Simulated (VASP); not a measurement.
# Tl (Im-3m) in VASP: single point with PBEsol

Aim: the single point of Tl with PBEsol.

Program: VASP 6.6.1. These are calculated values, not measurements. Logs are shortened: lines on timing, memory, paths and dates and some standing lists are left out, and cuts for length are marked.

## Step 1: The cell of the first run

It takes space group Im-3m (No. 229, cubic). The conventional cell has a = 3.882 Å, b = 3.882 Å, c = 3.882 Å, α = 90.00°, β = 90.00°, γ = 90.00°. Tl (site symmetry m-3m) has 14 Tl at 3.36 to 3.88 Å within 4.4 Å.

This isn't the form of Tl at room conditions, which is hcp.

## Step 2: Single point, PBEsol

INCAR

```
  ALGO = Normal
  EDIFF = 1E-6
  ENCUT = 500
  GGA = PS
  GGA_COMPAT = F
  ISIF = 2
  ISMEAR = 1
  LASPH = T
  LCHARG = T
  LELF = T
  LREAL = F
  LVHAR = T
  LWAVE = F
  NBANDS = 12
  NELM = 120
  PREC = Accurate
  SIGMA = 0.01
```

KPOINTS

```
Automatic mesh
0
Gamma
  10 10 10
  0.5 0.5 0.5
```

POSCAR

```
Tl
1.0
   -1.9410000000      1.9410000000      1.9410000000
    1.9410000000     -1.9410000000      1.9410000000
    1.9410000000      1.9410000000     -1.9410000000
Tl
1
Direct
    0.0000000000      0.0000000000      0.0000000000
```

Potentials or basis: VASP PAW PBE potentials, release 64 (Tl_d).

The run is started by

```
> cat potpaw_PBE.64/Tl_d/POTCAR > POTCAR
> mpirun -np 1 vasp_std > vasp.out
```

OUTCAR:

```text
EDIFF = 1E-6
   ENCUT = 500
   GGA = PS
   ISIF = 2
   ISMEAR = 1
   LASPH = T
   LREAL = F
   NELM = 120
   PREC = Accurate

 ion  position               nearest neighbor table
   1  0.000  0.000  0.000-

  LATTYP: Found a body centered cubic cell.
 ALAT       =     3.8820000000

  Lattice vectors:

 A1 = (  -1.9410000000,   1.9410000000,   1.9410000000)
 A2 = (   1.9410000000,  -1.9410000000,   1.9410000000)
 A3 = (   1.9410000000,   1.9410000000,  -1.9410000000)

Analysis of symmetry for initial positions (statically):
=====================================================================
 Subroutine PRICEL returns:
 Original cell was already a primitive cell.

 Routine SETGRP: Setting up the symmetry group for a
 body centered cubic supercell.

 Subroutine GETGRP returns: Found 48 space group operations
 (whereof 48 operations were pure point group operations)
 out of a pool of 48 trial point group operations.

The static configuration has the point symmetry O_h .

Analysis of symmetry for dynamics (positions and initial velocities):
=====================================================================
 Subroutine PRICEL returns:
 Original cell was already a primitive cell.

 Routine SETGRP: Setting up the symmetry group for a
 body centered cubic supercell.

 Subroutine GETGRP returns: Found 48 space group operations
 (whereof 48 operations were pure point group operations)
 out of a pool of 48 trial point group operations.

The dynamic configuration has the point symmetry O_h .

 Subroutine INISYM returns: Found 48 space group operations
 (whereof 48 operations are pure point group operations),
 and found     1 'primitive' translations

----------------------------------------------------------------------------------------

                                     Primitive cell

  volume of cell :      29.2507

  direct lattice vectors                    reciprocal lattice vectors
    -1.941000000  1.941000000  1.941000000     0.000000000  0.257599176  0.257599176
     1.941000000 -1.941000000  1.941000000     0.257599176  0.000000000  0.257599176
     1.941000000  1.941000000 -1.941000000     0.257599176  0.257599176  0.000000000

  length of vectors
     3.361910617  3.361910617  3.361910617     0.364300248  0.364300248  0.364300248

  position of ions in fractional coordinates (direct lattice)
     0.000000000  0.000000000  0.000000000

  ion indices of the primitive-cell ions
   primitive index   ion index
                 1           1

[... 82 lines left out ...]
   NELECT =      13.0000    total number of electrons
   NUPDOWN=      -1.0000    fix difference up-down
   EMIN   =  10.00;   EMAX   =-10.00  energy-range for DOS
   EFERMI =   0.00;   METHOD = LEGACY
   ISMEAR =     1;   SIGMA  =   0.01  broadening in eV -4-tet -1-fermi 0-gaus
   EFERMI_NEDOS =   21; number of points for ismear=-14 and -15
   IALGO  =     38    algorithm
   IMIX   =      4    mixing-type and parameters
     AMIX     =   0.40;   BMIX     =  1.00
     AMIX_MAG =   1.60;   BMIX_MAG =  1.00
  volume/ion in A,a.u.               =      29.25       197.39
  Fermi-wavevector in a.u.,A,eV,Ry     =   1.249330  2.360891 21.236311  1.560825
  Thomas-Fermi vector in A             =   2.383375
   LORBIT       =      0    0 simple, 1 ext, 2 COOP (PROOUT), +10 PAW based schemes
   GGA     = PS    functional components
   LHFCALC =     F    Hartree Fock is set to
   AEXX    =    0.0000 exact exchange contribution
   IVDW    =     0    specifies the selected vdW correction
   LEPSILON=     F    determine dielectric tensor
   LRPA    =     F    only Hartree local field effects (RPA)
 non-spin polarized calculation
 Methfessel and Paxton  Order N= 1 SIGMA  =   0.01
  energy-cutoff  :      500.00
  volume of cell :       29.25
 maximum number of plane-waves:       749
 NGX is ok and might be reduce to    28
   NGX = 13   NGY = 13   NGZ = 13

 number of electron      13.0000002 magnetization

 Free energy of the ion-electron system (eV)
  ---------------------------------------------------
  ext. energy  EPLUGINS =         0.00000000
  ---------------------------------------------------
  free energy    TOTEN  =        -2.63353395 eV

  energy without entropy =       -2.63340250  energy(sigma->0) =       -2.63349014

 E-fermi :   6.0491     XC(G=0): -10.2568

 val. band max:        6.0481368495   @ k =  -0.3500   0.4500   0.1500
 cond. band min:       6.5550831203   @ k =  -0.3500   0.3500   0.0500
 fundamental gap:      0.5069462708
 Fermi energy:         6.0491269156

 k-point     1 :       0.0500    0.0500    0.0500
  band No.  band energies     occupation
      1      -5.4419      2.00000
      2      -5.4419      2.00000
      3      -5.3347      2.00000
      4      -5.0304      2.00000
      5      -5.0304      2.00000
      6      -3.4244      2.00000
      7      14.0311      0.00000
      8      15.4920      0.00000
      9      15.4920      0.00000
     10      18.2772      0.00000
     11      18.2772      0.00000
     12      18.7060      0.00000
[... 331 lines left out ...]
 k-point    24 :       0.2500    0.1500    0.1500
  band No.  band energies     occupation
      1      -5.5044      2.00000
      2      -5.4293      2.00000
      3      -5.0435      2.00000
      4      -5.0181      2.00000
      5      -5.0145      2.00000
      6       0.6851      2.00000
      7       5.7802      2.00000
      8       8.7498      0.00000
      9       9.8131      0.00000
     10      21.5840      0.00000
     11      21.6969      0.00000
     12      23.1118      0.00000

 [... further k-points ...]

------------------------ aborting loop because EDIFF is reached ----------------------------------------

  FORCE on cell =-STRESS in cart. coord.  units (eV):
  Direction    XX          YY          ZZ          XY          YZ          ZX
  --------------------------------------------------------------------------------------
  -------------------------------------------------------------------------------------
  Total       -0.1944332     -0.1944332     -0.1944332     -0.0000000      0.0000000      0.0000000
  in kB      -10.6498736    -10.6498736    -10.6498736     -0.0000000      0.0000000      0.0000000
  external PRESSURE =     -10.6498736 kB  Pullay stress =       0.0000000 kB

 VOLUME and BASIS-vectors are now :
 -----------------------------------------------------------------------------
  energy-cutoff  :      500.00
  volume of cell :       29.25
      direct lattice vectors                 reciprocal lattice vectors
    -1.941000000  1.941000000  1.941000000     0.000000000  0.257599176  0.257599176
     1.941000000 -1.941000000  1.941000000     0.257599176  0.000000000  0.257599176
     1.941000000  1.941000000 -1.941000000     0.257599176  0.257599176  0.000000000

 POSITION                                       TOTAL-FORCE (eV/Angst)
 -----------------------------------------------------------------------------------
      0.00000      0.00000      0.00000         0.000000      0.000000      0.000000
 -----------------------------------------------------------------------------------
    total drift:                                0.000000     -0.000000     -0.000000

  FREE ENERGIE OF THE ION-ELECTRON SYSTEM (eV)
  ---------------------------------------------------
  free  energy   TOTEN  =        -2.6335339549 eV

  energy  without entropy=       -2.6334024989  energy(sigma->0) =       -2.63349014
```

OSZICAR:

```text
N       E                     dE             d eps       ncg     rms          rms(c)
DAV:   1     0.498151647968E+02    0.49815E+02   -0.65486E+03  1112   0.904E+02
DAV:   2    -0.206290497084E+01   -0.51878E+02   -0.50798E+02  1200   0.208E+02
DAV:   3    -0.266756575442E+01   -0.60466E+00   -0.60435E+00  1244   0.203E+01
DAV:   4    -0.267021526764E+01   -0.26495E-02   -0.26494E-02  1196   0.158E+00
DAV:   5    -0.267024594744E+01   -0.30680E-04   -0.30680E-04  1216   0.166E-01    0.201E+00
DAV:   6    -0.263919780106E+01    0.31048E-01   -0.50454E-02  1156   0.210E+00    0.143E+00
DAV:   7    -0.263391442867E+01    0.52834E-02   -0.14720E-02  1196   0.111E+00    0.658E-01
DAV:   8    -0.263353162011E+01    0.38281E-03   -0.45050E-04  1184   0.211E-01    0.382E-02
DAV:   9    -0.263353281618E+01   -0.11961E-05   -0.33441E-06  1204   0.199E-02    0.817E-03
DAV:  10    -0.263353396034E+01   -0.11442E-05   -0.11442E-06  1168   0.113E-02    0.724E-04
DAV:  11    -0.263353395488E+01    0.54667E-08   -0.17944E-08   632   0.110E-03
   1 F= -.26335340E+01 E0= -.26334901E+01  d E =-.131456E-03
```

Wall time 11 s (1 thread of Intel Xeon Platinum 8375C at 2.90GHz (Ice Lake), shared host); peak memory 0.16 GiB.

What came out:

* Free energy: -2.6335 eV
* Pressure: -1.1 GPa
* Band gap on the k mesh: zero (an odd number of electrons rules out a gap without spin polarisation)

Levels at points of the mesh, in eV from the Fermi level:
| k point | band 3 | band 4 | band 5 | band 6 | band 7 | band 8 | band 9 | band 10 |
| --- | --- | --- | --- | --- | --- | --- | --- | --- |
| (0.05, 0.05, 0.05) | -11.38 | -11.08 | -11.08 | -9.47 | 7.98 | 9.44 | 9.44 | 12.23 |

Caveat: the PAW data sets were made with another functional, which shifts forces and pressure a little; spin-orbit coupling is left out, which moves the levels of the heavy elements.
